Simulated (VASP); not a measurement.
# Li3Si2N (P-3m1) in VASP: further runs, part 2 of 2

VASP 6.6.1.

### 3 Relaxation of cell and atoms, PBE, collinear spin, ferromagnetic start

This run uses another cell than the first one, of 10.15 Å³/atom.

Contents of INCAR:

```
ALGO = Normal ; EDIFF = 1E-6
EDIFFG = -0.04 ; ENCUT = 600
GGA = PE ; IBRION = 2
ISIF = 3 ; ISMEAR = 0
ISPIN = 2 ; LASPH = True
LCHARG = False ; LORBIT = 11
LREAL = False ; LWAVE = False
MAGMOM = 0 0 0 0 0 1 ; NELM = 150
NSW = 90 ; PREC = Accurate
SIGMA = 0.1
```

Contents of KPOINTS:

```
k-points
0
Gamma
  6 6 2
```

Contents of POSCAR:

```
Li3Si2N
1.0
    2.9458653200      0.0000000000      0.0000000000
   -1.4729326600      2.5511942000      0.0000000000
    0.0000000000      0.0000000000      8.1053705200
Li Si N
3 2 1
Direct
    0.6666666700      0.3333333300      0.7769010100
    0.3333333300      0.6666666700      0.2230989900
    0.0000000000      0.0000000000      0.5000000000
    0.6666666700      0.3333333300      0.3583869900
    0.3333333300      0.6666666700      0.6416130100
    0.0000000000      0.0000000000      0.0000000000
```

Potentials or basis: VASP PAW PBE potentials, release 64 (Li_sv, Si, N).

Launch:

```console
> cat potpaw_PBE.64/Li_sv/POTCAR potpaw_PBE.64/Si/POTCAR potpaw_PBE.64/N/POTCAR > POTCAR
> mpirun -np 1 vasp_std > vasp.out
```

Run time: 13 min. Hardware: 1 thread of Oxide Virtual Turin-like, shared host; peak memory 0.2 GiB.

It converged, with:

```yaml
Free_energy: -22.7971 eV
Relaxed_volume: 12.92 Å³/atom
Relaxed_cell: a = 3.168 Å, b = 3.168 Å, c = 8.916 Å, α = 90.00°, β = 90.00°, γ = 120.00°
Space_group_after_relaxing_to_0.1_Å: P-3m1 (No. 164)
Energy_gained_by_relaxing: 1455.1 meV/atom
Ionic_steps: 32
Pressure_after_relaxing: -0.1 GPa
Largest_force_after_relaxing: 0.023 eV/Å
Band_gap_on_the_k_mesh: zero (filled and empty bands overlap)
Net_moment: 0.00 μB per cell
Valence_electrons_inside_the_program's_atomic_spheres: Li 2.18, 2.08 (each value once); Si 1.51; N 3.60
```

Forces in eV/Å, atoms in the order of the input:
```
Li   0.000  0.000 -0.023
Li   0.000  0.000  0.023
Li   0.000  0.000  0.000
Si   0.000  0.000  0.015
Si   0.000  0.000 -0.015
N    0.000  0.000  0.000
```

Stress tensor (GPa, compression positive):
```
-0.03  0.00  0.00
 0.00 -0.03  0.00
 0.00  0.00 -0.17
```

Step by step:
| step | energy change (eV) | largest force (eV/Å) | pressure (GPa) | volume (Å³) |
| --- | --- | --- | --- | --- |
| 1 | 0.0000 | 5.9325 | 45.83 | 60.92 |
| 2 | -5.1357 | 1.9949 | 0.36 | 90.25 |
| 3 | -5.2511 | 1.7637 | -1.91 | 94.53 |
| 4 | -5.2743 | 1.4074 | -5.38 | 103.48 |
| 5 | -5.2960 | 1.5835 | -3.66 | 98.55 |
| 6 | -5.6582 | 1.5388 | -2.71 | 94.57 |
| 7 | -6.4262 | 1.2112 | 2.31 | 83.30 |
| 8 | -4.9432 | 3.5936 | 31.37 | 63.52 |
| 9 | -6.4551 | 1.2079 | 4.92 | 79.65 |
| 10 | -6.4750 | 1.6357 | 8.47 | 75.91 |
| 11 | -6.6743 | 1.7708 | 7.92 | 76.12 |
| 12 | -7.1003 | 1.9405 | 6.84 | 76.75 |
| 13 | -6.9243 | 1.6428 | 6.93 | 78.02 |
| 14 | -7.1263 | 1.8200 | 6.89 | 77.40 |
| 15 | -7.1617 | 1.9185 | 6.75 | 77.08 |
| 16 | -7.4659 | 1.3658 | 2.21 | 80.83 |
| 17 | -7.6419 | 0.8581 | -2.81 | 86.58 |
| 18 | -7.6467 | 0.8149 | -3.44 | 87.48 |
| 19 | -7.7706 | 0.8720 | -3.04 | 85.54 |
| 20 | -8.1290 | 0.9982 | -1.32 | 79.90 |
| 21 | -8.4293 | 0.7397 | 5.84 | 69.37 |
| 22 | -8.4435 | 0.6118 | 2.97 | 72.21 |
| 23 | -8.4523 | 0.5772 | 3.91 | 71.12 |
| 24 | -8.5502 | 0.6384 | 3.47 | 71.87 |
| 25 | -8.5733 | 0.6913 | 3.53 | 72.55 |
| 26 | -8.6893 | 0.3482 | 0.61 | 76.35 |
| 27 | -8.7086 | 0.1808 | -0.84 | 78.73 |
| 28 | -8.7245 | 0.1391 | -0.17 | 77.74 |
| 29 | -8.7278 | 0.1015 | 0.35 | 77.08 |
| 30 | -8.7299 | 0.0527 | 0.04 | 77.44 |
| 31 | -8.7303 | 0.0430 | -0.15 | 77.66 |
| 32 | -8.7309 | 0.0232 | -0.08 | 77.50 |

Final structure:
```xyz
6
Lattice="3.1682 0.0000 0.0000 -1.5841 2.7437 0.0000 0.0000 0.0000 8.9155" Properties=species:S:1:pos:R:3 pbc="T T T"
Li    1.5841    0.9146    8.3464
Li    0.0000    1.8291    0.5691
Li    0.0000    0.0000    4.4578
Si    1.5841    0.9146    2.3576
Si    0.0000    1.8291    6.5579
N     0.0000    0.0000    0.0000
```

Levels at points of the mesh, in eV from the Fermi level:
Spin up:
| k point | band 8 | band 9 | band 10 | band 11 | band 12 | band 13 | band 14 | band 15 |
| --- | --- | --- | --- | --- | --- | --- | --- | --- |
| (0.00, 0.00, 0.00) | -2.88 | -0.47 | -0.47 | 1.64 | 4.72 | 5.41 | 5.41 | 5.63 |
| (0.50, 0.00, 0.00) | -3.65 | -3.24 | -1.75 | -0.75 | 0.31 | 0.53 | 3.00 | 3.06 |
| (0.00, 0.00, 0.50) | -1.35 | -0.47 | -0.47 | 0.37 | 5.43 | 5.43 | 5.52 | 5.60 |
| (0.50, 0.00, 0.50) | -3.65 | -2.98 | -1.75 | -0.94 | -0.90 | 2.13 | 2.72 | 3.40 |
Spin down:
```
           k point  band 7  band 8  band 9  band 10  band 11  band 12  band 13  band 14  band 15  band 16
(0.00, 0.00, 0.00)   -3.60   -2.88   -0.47    -0.47     1.64     4.72     5.41     5.41     5.63     5.63
(0.50, 0.00, 0.00)   -4.32   -3.65   -3.24    -1.75    -0.75     0.31     0.53     3.00     3.06     3.93
(0.00, 0.00, 0.50)   -4.41   -1.35   -0.47    -0.47     0.37     5.43     5.43     5.52     5.60     5.60
(0.50, 0.00, 0.50)   -4.21   -3.65   -2.98    -1.75    -0.94    -0.90     2.13     2.72     3.40     3.86
```

Caveat: the k points lie up to 0.38 Å⁻¹ apart in the final cell, too coarse for converged energies and pressures of a metal; the cutoff is under 1.25 times the usual one of these potentials, so pressure, stress and relaxed cells hold a basis-set (Pulay) error; the volume moved by over 15 % at a fixed basis, so the end points are rough.

### 4 Relaxation of cell and atoms, PBE

This run uses another cell than the first one, of 12.45 Å³/atom.

Contents of INCAR:

```
PREC     = Accurate       # precision mode
ENCUT    = 600            # plane-wave cutoff, eV
EDIFF    = 1E-6           # SCF threshold, eV
ISMEAR   = 0              # smearing method
SIGMA    = 0.1            # smearing width, eV
LREAL    = F              # projectors in reciprocal space
LASPH    = T              # aspherical terms in the spheres
NELM     = 100            # most SCF steps
ALGO     = Normal         # electronic algorithm
ISIF     = 3              # what is computed and relaxed
LWAVE    = F              # write WAVECAR
LCHARG   = F              # write CHGCAR
GGA      = PE             # functional
IBRION   = 2              # ionic algorithm
NSW      = 100            # ionic steps
EDIFFG   = -0.01          # ionic threshold
```

Contents of KPOINTS:

```
regular mesh
0
Gamma
  18 18 4
```

Contents of POSCAR:

```
Li3Si2N
1.0
    2.7029055798      0.0000000000      0.0000000000
   -1.3514527899      2.3407848961      0.0000000000
    0.0000000000      0.0000000000     11.8060382178
Li Si N
3 2 1
Direct
    0.6666666667      0.3333333333      0.8952713256
    0.3333333333      0.6666666667      0.1047286744
    0.0000000000      0.0000000000      0.5000000000
    0.6666666667      0.3333333333      0.3159523851
    0.3333333333      0.6666666667      0.6840476149
    0.0000000000      0.0000000000      0.0000000000
```

Launch:

```console
> cat potpaw_PBE.64/Li_sv/POTCAR potpaw_PBE.64/Si/POTCAR potpaw_PBE.64/N/POTCAR > POTCAR
> mpirun -np 1 vasp_std > vasp.out
```

Run time: 7.2 min. Hardware: 1 thread of Oxide Virtual Turin-like, shared host; peak memory 0.32 GiB.

It converged, with:

```
Free energy                           : -23.7528 eV
Relaxed volume                        : 12.56 Å³/atom
Relaxed cell                          : a = 2.707 Å, b = 2.707 Å, c = 11.875 Å, α = 90.00°, β = 90.00°, γ = 120.00°
Space group after relaxing (to 0.1 Å) : P-3m1 (No. 164)
Energy gained by relaxing             : 0.6 meV/atom
Ionic steps                           : 7
Pressure after relaxing               : 0.0 GPa
Largest force after relaxing          : 0.004 eV/Å
Band gap on the k mesh                : zero (bands 11 and 12 overlap by 4.15 eV)
```

Forces in eV/Å, atoms in the order of the input:
```
Li   0.000  0.000  0.000
Li   0.000  0.000  0.000
Li   0.000  0.000  0.000
Si   0.000  0.000 -0.004
Si   0.000  0.000  0.004
N    0.000  0.000  0.000
```

Step by step:
```csv
step,energy change (eV),largest force (eV/Å),pressure (GPa),volume (Å³)
1,0.0000,0.0846,0.25,74.70
2,-0.0013,0.0750,0.12,74.91
3,-0.0028,0.0549,-0.19,75.46
4,-0.0034,0.0200,0.01,75.31
5,-0.0035,0.0070,0.10,75.24
6,-0.0035,0.0071,0.10,75.25
7,-0.0035,0.0043,0.03,75.36
```

Final structure:
```cif
data_structure
_symmetry_space_group_name_H-M 'P 1'
_symmetry_Int_Tables_number 1
_cell_length_a 2.7070
_cell_length_b 2.7070
_cell_length_c 11.8747
_cell_angle_alpha 90.000
_cell_angle_beta 90.000
_cell_angle_gamma 120.000
_cell_volume 75.36
loop_
_atom_site_label
_atom_site_type_symbol
_atom_site_fract_x
_atom_site_fract_y
_atom_site_fract_z
_atom_site_occupancy
Li1 Li 0.66667 0.33333 0.89739 1
Li2 Li 0.33333 0.66667 0.10261 1
Li3 Li 0.00000 0.00000 0.50000 1
Si1 Si 0.66667 0.33333 0.31495 1
Si2 Si 0.33333 0.66667 0.68505 1
N1 N 0.00000 0.00000 0.00000 1
```

Levels at points of the mesh, in eV from the Fermi level:
```csv
k point,band 8,band 9,band 10,band 11,band 12,band 13,band 14,band 15
"(0.00, 0.00, 0.00)",-4.28,-2.00,1.38,1.60,1.60,4.16,7.37,10.77
"(0.50, 0.00, 0.00)",-4.85,-3.89,-1.48,-0.22,0.32,0.96,3.10,3.30
"(0.00, 0.00, 0.50)",-4.05,-2.24,1.60,1.60,1.97,3.32,8.32,10.34
"(0.50, 0.00, 0.50)",-4.85,-3.88,-1.46,-0.36,0.32,1.26,2.71,3.42
```

Caveat: the cutoff is under 1.25 times the usual one of these potentials, so pressure, stress and relaxed cells hold a basis-set (Pulay) error.

### 5 Overview

| task | spin | cell | k mesh | cutoff (eV) | gap on the mesh (eV) | pressure (GPa) | relaxed volume (Å³/atom) | largest force (eV/Å) |
| --- | --- | --- | --- | --- | --- | --- | --- | --- |
| single point | off | a = 2.710, b = 2.710, c = 11.889 Å, angles 90.0, 90.0, 120.0°, 6 atoms, atomic positions A | 18 × 18 × 4 | 520 | none | - | - | 0.02 |
| relaxation of cell and atoms | collinear, ferromagnetic start | relaxed from a = 2.946, b = 2.946, c = 8.105 Å, angles 90.0, 90.0, 120.0°, 6 atoms, atomic positions B | 6 × 6 × 2 | 600 | none | -0.1 | 12.92 | 0.02 |
| relaxation of cell and atoms | off | relaxed from a = 2.703, b = 2.703, c = 11.806 Å, angles 90.0, 90.0, 120.0°, 6 atoms, atomic positions C | 18 × 18 × 4 | 600 | none | 0.0 | 12.56 | - |

Alike in all rows: level PBE; potentials or basis VASP PAW PBE potentials, release 64 (Li_sv, Si, N); smearing gaussian 0.1 eV.

Caveats: some runs use coarse meshes; the cutoff is under 1.25 times the usual one of these potentials, so pressure, stress and relaxed cells hold a basis-set (Pulay) error; the volume moved by over 15 % at a fixed basis, so the end points are rough (at least some runs).

Absolute energies hang on the potentials; compare differences alone.
